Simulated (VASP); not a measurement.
# Sc2BeSb2 (I4/mmm) in VASP: notebook, part 2 of 2

VASP 6.6.1. The steps go on from the part before.

## Step 3: Relaxation of cell and atoms, PBE

This run uses another cell than the first one, of 19.97 Å³/atom.

Input file INCAR:

```
  PREC = Accurate
  ENCUT = 600
  EDIFF = 1E-7
  ISMEAR = 0
  SIGMA = 0.1
  LREAL = F
  LASPH = T
  NELM = 80
  ALGO = Normal
  ISIF = 3
  LWAVE = F
  LCHARG = F
  GGA = PE
  IBRION = 2
  NSW = 90
  EDIFFG = -0.04
```

Input file KPOINTS:

```
Automatic mesh
0
Gamma
  6 6 6
```

Input file POSCAR:

```
Sc2BeSb2
1.0
   -2.1191158015      2.1191158015      5.5600563109
    2.1191158015     -2.1191158015      5.5600563109
    2.1191158015      2.1191158015     -5.5600563109
Sc Be Sb
2 1 2
Direct
    0.6260000000      0.6260000000      0.0000000000
    0.3740000000      0.3740000000      0.0000000000
    0.0000000000      0.0000000000      0.0000000000
    0.2500000000      0.7500000000      0.5000000000
    0.7500000000      0.2500000000      0.5000000000
```

Potentials or basis: VASP PAW PBE potentials, release 64 (Sc_sv, Be, Sb).

On the command line:

```bash
$ cat potpaw_PBE.64/Sc_sv/POTCAR potpaw_PBE.64/Be/POTCAR potpaw_PBE.64/Sb/POTCAR > POTCAR
$ mpirun -np 1 vasp_std > vasp.out
```

OUTCAR:

```text
PREC = Accurate
   ENCUT = 600
   EDIFF = 1E-7
   ISMEAR = 0
   LREAL = F
   LASPH = T
   NELM = 80
   ISIF = 3
   GGA = PE
   IBRION = 2
   NSW = 90
   EDIFFG = -0.04

 ion  position               nearest neighbor table
   1  0.626  0.626  0.000-   4 2.53   5 2.53   4 2.53   5 2.53   2 2.80
   2  0.374  0.374  0.000-   4 2.53   5 2.53   4 2.53   5 2.53   1 2.80
   3  0.000  0.000  0.000-
   4  0.250  0.750  0.500-   2 2.53   1 2.53   2 2.53   1 2.53   5 3.00   5 3.00   5 3.00   5 3.00

   5  0.750  0.250  0.500-   2 2.53   1 2.53   2 2.53   1 2.53   4 3.00   4 3.00   4 3.00   4 3.00

  LATTYP: Found a body centered tetragonal cell.
 ALAT       =     4.2382316030
 C/A-ratio  =     2.6237623763

  Lattice vectors:

 A1 = (  -2.1191158015,   2.1191158015,   5.5600563109)
 A2 = (   2.1191158015,  -2.1191158015,   5.5600563109)
 A3 = (   2.1191158015,   2.1191158015,  -5.5600563109)

Analysis of symmetry for initial positions (statically):
=====================================================================
 Subroutine PRICEL returns:
 Original cell was already a primitive cell.

 Routine SETGRP: Setting up the symmetry group for a
 body centered tetragonal supercell.

 Subroutine GETGRP returns: Found 16 space group operations
 (whereof 16 operations were pure point group operations)
 out of a pool of 16 trial point group operations.

The static configuration has the point symmetry D_4h.

Analysis of symmetry for dynamics (positions and initial velocities):
=====================================================================
 Subroutine PRICEL returns:
 Original cell was already a primitive cell.

 Routine SETGRP: Setting up the symmetry group for a
 body centered tetragonal supercell.

 Subroutine GETGRP returns: Found 16 space group operations
 (whereof 16 operations were pure point group operations)
 out of a pool of 16 trial point group operations.

The dynamic configuration has the point symmetry D_4h.

 Subroutine INISYM returns: Found 16 space group operations
 (whereof 16 operations are pure point group operations),
 and found     1 'primitive' translations

----------------------------------------------------------------------------------------

                                     Primitive cell

  volume of cell :      99.8731

  direct lattice vectors                    reciprocal lattice vectors
    -2.119115802  2.119115802  5.560056311     0.000000000  0.235947464  0.089927147
     2.119115802 -2.119115802  5.560056311     0.235947464  0.000000000  0.089927147
     2.119115802  2.119115802 -5.560056311     0.235947464  0.235947464  0.000000000

  length of vectors
     6.316290821  6.316290821  6.316290821     0.252503659  0.252503659  0.333680104

  position of ions in fractional coordinates (direct lattice)
     0.626000000  0.626000000  0.000000000
     0.374000000  0.374000000  0.000000000
     0.000000000  0.000000000  0.000000000
     0.250000000  0.750000000  0.500000000
     0.750000000  0.250000000  0.500000000

  ion indices of the primitive-cell ions
   primitive index   ion index
                 1           1
                 2           2
                 3           3
                 4           4
                 5           5

----------------------------------------------------------------------------------------

 KPOINTS: Automatic mesh

Automatic generation of k-mesh.
 Grid dimensions read from file:
 generate k-points for:    6    6    6

 Generating k-lattice:

  Cartesian coordinates                     Fractional coordinates (reciprocal lattice)
     0.000000000  0.039324577  0.014987858     0.166666667  0.000000000  0.000000000
     0.039324577  0.000000000  0.014987858     0.000000000  0.166666667  0.000000000
     0.039324577  0.039324577  0.000000000     0.000000000  0.000000000  0.166666667

  Length of vectors
     0.042083943  0.042083943  0.055613351

  Shift w.r.t. Gamma in fractional coordinates (k-lattice)
     0.000000000  0.000000000  0.000000000

 Subroutine IBZKPT returns following result:
 ===========================================

 Found     30 irreducible k-points:

 Following reciprocal coordinates:
            Coordinates               Weight
  0.000000  0.000000  0.000000      1.000000
  0.166667  0.000000 -0.000000      8.000000
  0.333333  0.000000 -0.000000      8.000000
  0.500000  0.000000  0.000000      4.000000
  0.166667  0.166667 -0.000000      8.000000
  0.333333  0.166667 -0.000000     16.000000
[... 16 lines left out ...]
 -0.333333 -0.333333  0.166667      8.000000
 -0.166667 -0.333333  0.166667      8.000000
 [... further k-points ...]
   k-points           NKPTS =     30   k-points in BZ     NKDIM =     30   number of bands    NBANDS=     21
   number of dos      NEDOS =    301   number of ions     NIONS =      5
   total plane-waves  NPLWV = 125000
   dimension x,y,z NGX =    50 NGY =   50 NGZ =   50
   dimension x,y,z NGXF=   100 NGYF=  100 NGZF=  100
   ions per type =               2   1   2
   NGX,Y,Z   is equivalent  to a cutoff of  13.16, 13.16, 13.16 a.u.
   NGXF,Y,Z  is equivalent  to a cutoff of  26.32, 26.32, 26.32 a.u.
 SYSTEM =  unknown system
   PREC   = accura    normal or accurate (medium, high low for compatibility)
   ISTART =      0    job   : 0-new  1-cont  2-samecut
   ICHARG =      2    charge: 1-file 2-atom 10-const
   ISPIN  =      1    spin polarized calculation?
   LNONCOLLINEAR =      F non collinear calculations
   LSORBIT =      F    spin-orbit coupling
   LASPH  =      T    aspherical Exc in radial PAW
   ENCUT  =  600.0 eV  44.10 Ry    6.64 a.u.  12.62 12.62 12.62*2*pi/ulx,y,z
   NELM   =     80;   NELMIN=  2; NELMDL= -5     # of ELM steps
   EDIFF  = 0.1E-06   stopping-criterion for ELM
   LREAL  =      F    real-space projection
   EDIFFG = -.4E-01   stopping-criterion for IOM
   NSW    =     90    number of steps for IOM
   IBRION =      2    ionic relax: 0-MD 1-quasi-New 2-CG
   NFREE  =      1    steps in history (QN), initial steepest desc. (CG)
   ISIF   =      3    stress and relaxation
   ISYM   =      2    0-nonsym 1-usesym 2-fastsym
   POTIM  = 0.5000    time-step for ionic-motion
   TEBEG  =    0.0;   TEEND  =   0.0 temperature during run
   PSTRESS=    0.0 pullay stress
   NELECT =      34.0000    total number of electrons
   NUPDOWN=      -1.0000    fix difference up-down
   EMIN   =  10.00;   EMAX   =-10.00  energy-range for DOS
   EFERMI =   0.00;   METHOD = LEGACY
   ISMEAR =     0;   SIGMA  =   0.10  broadening in eV -4-tet -1-fermi 0-gaus
   EFERMI_NEDOS =   21; number of points for ismear=-14 and -15
   IALGO  =     38    algorithm
   IMIX   =      4    mixing-type and parameters
     AMIX     =   0.40;   BMIX     =  1.00
     AMIX_MAG =   1.60;   BMIX_MAG =  1.00
  volume/ion in A,a.u.               =      19.97       134.80
  Fermi-wavevector in a.u.,A,eV,Ry     =   1.143102  2.160149 17.778488  1.306682
  Thomas-Fermi vector in A             =   2.279798
   LORBIT       =      0    0 simple, 1 ext, 2 COOP (PROOUT), +10 PAW based schemes
   GGA     = PE    functional components
   LHFCALC =     F    Hartree Fock is set to
   AEXX    =    0.0000 exact exchange contribution
   IVDW    =     0    specifies the selected vdW correction
   LEPSILON=     F    determine dielectric tensor
   LRPA    =     F    only Hartree local field effects (RPA)
 conjugate gradient relaxation of ions
 non-spin polarized calculation
 Gauss-broadening in eV      SIGMA  =   0.10
  energy-cutoff  :      600.00
  volume of cell :       99.87
 maximum number of plane-waves:      3355
   NGX = 25   NGY = 25   NGZ = 25

--------------------------------------- Ionic step        1  -------------------------------------------

 number of electron      34.0000000 magnetization

 Free energy of the ion-electron system (eV)
  ---------------------------------------------------
  ext. energy  EPLUGINS =         0.00000000
  ---------------------------------------------------
  free energy    TOTEN  =       -18.63500816 eV

  energy without entropy =      -18.61502336  energy(sigma->0) =      -18.62501576

 E-fermi :   7.3239     XC(G=0): -10.3406

 val. band max:        7.2702163915   @ k =   0.1667   0.1667  -0.0000
 cond. band min:       7.3331849546   @ k =   0.5000   0.1667  -0.0000
 fundamental gap:      0.0629685631
 Fermi energy:         7.3239051596
[... 1272 lines left out ...]
     20       5.6147      0.00000
     21       5.7857      0.00000

 [... further k-points ...]

[... ionic steps 4 to 10 ...]

--------------------------------------- Ionic step       11  -------------------------------------------

 number of electron      34.0000000 magnetization

------------------------ aborting loop because EDIFF is reached ----------------------------------------
[... 73 lines left out ...]
--------------------------------------- Ionic step       13  -------------------------------------------

 number of electron      33.9999998 magnetization

 Free energy of the ion-electron system (eV)
  ---------------------------------------------------
  ext. energy  EPLUGINS =         0.00000000
  ---------------------------------------------------
  free energy    TOTEN  =       -23.58346503 eV

  energy without entropy =      -23.54547659  energy(sigma->0) =      -23.56447081

 E-fermi :   5.3489     XC(G=0):  -9.5196

 val. band max:        5.3460098931   @ k =  -0.1667  -0.3333   0.1667
 cond. band min:       5.3548733532   @ k =  -0.3333  -0.3333   0.1667
 fundamental gap:      0.0088634601
 Fermi energy:         5.3488920641
[... 608 lines left out ...]
  FREE ENERGIE OF THE ION-ELECTRON SYSTEM (eV)
  ---------------------------------------------------
  free  energy   TOTEN  =       -23.5834650333 eV

  energy  without entropy=      -23.5454765863  energy(sigma->0) =      -23.56447081

 reached required accuracy - stopping structural energy minimisation
```

OSZICAR:

```text
N       E                     dE             d eps       ncg     rms          rms(c)
DAV:   1     0.534285086679E+03    0.53429E+03   -0.16382E+04  1260   0.172E+03
DAV:   2     0.326020029461E+02   -0.50168E+03   -0.49570E+03  1844   0.617E+02
DAV:   3    -0.172636470001E+02   -0.49866E+02   -0.48805E+02  2067   0.209E+02
DAV:   4    -0.198569520525E+02   -0.25933E+01   -0.25381E+01  2056   0.406E+01
[... 159 lines left out ...]
DAV:   4    -0.235835009653E+02    0.83359E-03   -0.22699E-03  1998   0.479E-01    0.572E-02
DAV:   5    -0.235834697633E+02    0.31202E-04   -0.17936E-04  2190   0.126E-01    0.257E-02
DAV:   6    -0.235834654423E+02    0.43210E-05   -0.23765E-05  2087   0.475E-02    0.714E-03
DAV:   7    -0.235834650457E+02    0.39653E-06   -0.70248E-06  2017   0.291E-02    0.227E-03
DAV:   8    -0.235834650333E+02    0.12476E-07   -0.43235E-07  1521   0.615E-03
  13 F= -.23583465E+02 E0= -.23564471E+02  d E =-.201492E-02
```

CONTCAR:

```text
Sc2BeSb2
   1.00000000000000
    -2.0480661175996331    2.0480661175996331    7.4329532580388253
     2.0480661175996331   -2.0480661175996331    7.4329532580388253
     2.0480661175996331    2.0480661175996331   -7.4329532580388253
  Sc              Be              Sb
     2     1     2
Direct
     0.5996061366783730    0.5996061366783730    0.0000000000000000
     0.4003938633216267    0.4003938633216267    0.0000000000000000
     0.0000000000000000    0.0000000000000000    0.0000000000000000
     0.2500000000000000    0.7500000000000000    0.5000000000000000
     0.7500000000000000    0.2500000000000000    0.5000000000000000

  0.00000000E+00  0.00000000E+00  0.00000000E+00
  0.00000000E+00  0.00000000E+00  0.00000000E+00
  0.00000000E+00  0.00000000E+00  0.00000000E+00
  0.00000000E+00  0.00000000E+00  0.00000000E+00
  0.00000000E+00  0.00000000E+00  0.00000000E+00
```

Run time: 20 min. Hardware: 1 thread of Oxide Virtual Turin-like, shared host; peak memory 0.39 GiB.

What came out:

```
Free energy                           : -23.5835 eV
Relaxed volume                        : 24.94 Å³/atom
Relaxed cell                          : a = 7.977 Å, b = 7.977 Å, c = 7.977 Å, α = 150.25°, β = 150.25°, γ = 42.58°
Space group after relaxing (to 0.1 Å) : I4/mmm (No. 139)
Energy gained by relaxing             : 989.7 meV/atom
Ionic steps                           : 13
Pressure after relaxing               : -0.1 GPa
Band gap on the k mesh                : zero (bands 17 and 18 overlap by 0.66 eV)
```

Forces in eV/Å, atoms in the order of the input:
```
Sc   0.000  0.000 -0.002
Sc   0.000  0.000  0.002
Be   0.000  0.000  0.000
Sb   0.000  0.000  0.000
Sb   0.000  0.000  0.000
```

The path:
```csv
step,energy change (eV),largest force (eV/Å),pressure (GPa),volume (Å³)
1,0.0000,5.7880,33.54,99.87
2,-2.1124,2.3395,-7.07,173.31
3,-3.6134,0.0639,-0.56,135.66
4,-3.6169,0.0352,-0.17,134.65
5,-3.6174,0.1118,0.14,133.89
6,-4.0136,0.3044,-0.74,135.95
7,-4.6848,0.3226,-3.56,139.69
8,-4.8591,0.8712,1.40,124.02
9,-4.8720,0.7566,0.11,127.01
10,-4.9324,0.3614,0.03,125.32
11,-4.9463,0.0030,0.13,124.03
12,-4.9464,0.0295,0.12,124.13
13,-4.9485,0.0024,-0.15,124.71
```

Final structure:
```cif
data_structure
_symmetry_space_group_name_H-M 'P 1'
_symmetry_Int_Tables_number 1
_cell_length_a 7.9773
_cell_length_b 7.9773
_cell_length_c 7.9773
_cell_angle_alpha 150.247
_cell_angle_beta 150.247
_cell_angle_gamma 42.579
_cell_volume 124.71
loop_
_atom_site_label
_atom_site_type_symbol
_atom_site_fract_x
_atom_site_fract_y
_atom_site_fract_z
_atom_site_occupancy
Sc1 Sc 0.59961 0.59961 0.00000 1
Sc2 Sc 0.40039 0.40039 0.00000 1
Be1 Be 0.00000 0.00000 0.00000 1
Sb1 Sb 0.25000 0.75000 0.50000 1
Sb2 Sb 0.75000 0.25000 0.50000 1
```

Caveat: the volume moved by over 15 % at a fixed basis, so the end points are rough; spin-orbit coupling is left out, which moves the levels of the heavy elements.
